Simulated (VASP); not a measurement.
A run of VASP 6.6.1 is set up as follows.

File POSCAR:

```
Al2SbP
1.0
    4.1137897787      0.0000000000      0.0000000000
    0.0000000000      4.1137897787      0.0000000000
    0.0000000000      0.0000000000      5.8326218021
P Al Sb
1 2 1
Direct
    0.0000000000      0.0000000000      0.0000000000
    0.0000000000      0.5000000000      0.7775894587
    0.5000000000      0.0000000000      0.2224105413
    0.5000000000      0.5000000000      0.5000000000
```

Contents of INCAR.step1:

```
ALGO = Normal
EDIFF = 1E-5
ENCUT = 520
GGA = PE
ISIF = 2
ISMEAR = 0
LASPH = True
LCHARG = False
LREAL = False
LWAVE = True
NBANDS = 16
NELM = 60
PREC = Accurate
SIGMA = 0.01
```

The input INCAR.step2:

```
AEXX = 0.25
ALGO = Normal
EDIFF = 1E-6
ENCUT = 520
GGA = PE
ISIF = 2
ISMEAR = 0
ISTART = 1
LASPH = True
LCHARG = False
LHFCALC = True
LREAL = False
LWAVE = False
NBANDS = 16
NELM = 60
PREC = Accurate
PRECFOCK = Normal
SIGMA = 0.01
```

Contents of KPOINTS:

```
k-points
0
Gamma
  4 4 4
```

Potentials or basis: VASP PAW PBE potentials, release 64 (P, Al, Sb).

Command:

```bash
$ cat potpaw_PBE.64/P/POTCAR potpaw_PBE.64/Al/POTCAR potpaw_PBE.64/Sb/POTCAR > POTCAR
$ cp INCAR.step1 INCAR
$ mpirun -np 1 vasp_std > vasp.out
$ cp INCAR.step2 INCAR
$ mpirun -np 1 vasp_std > vasp.out
```

Task: What does it give for the pressure?

Result: -0.6 GPa.

Task: Predict the band gap on the k mesh.

Result: 1.97 eV, direct.

Task: What does it give for the largest force?

Result: 0.055 eV/Å.

Stress tensor (GPa, compression positive):
```
-0.42  0.00  0.00
 0.00 -0.42  0.00
 0.00  0.00 -1.06
```

Caveat: the PAW data sets were made with another functional, which shifts forces and pressure a little; spin-orbit coupling is left out, which moves the levels of the heavy elements. A k mesh can miss the band edges.
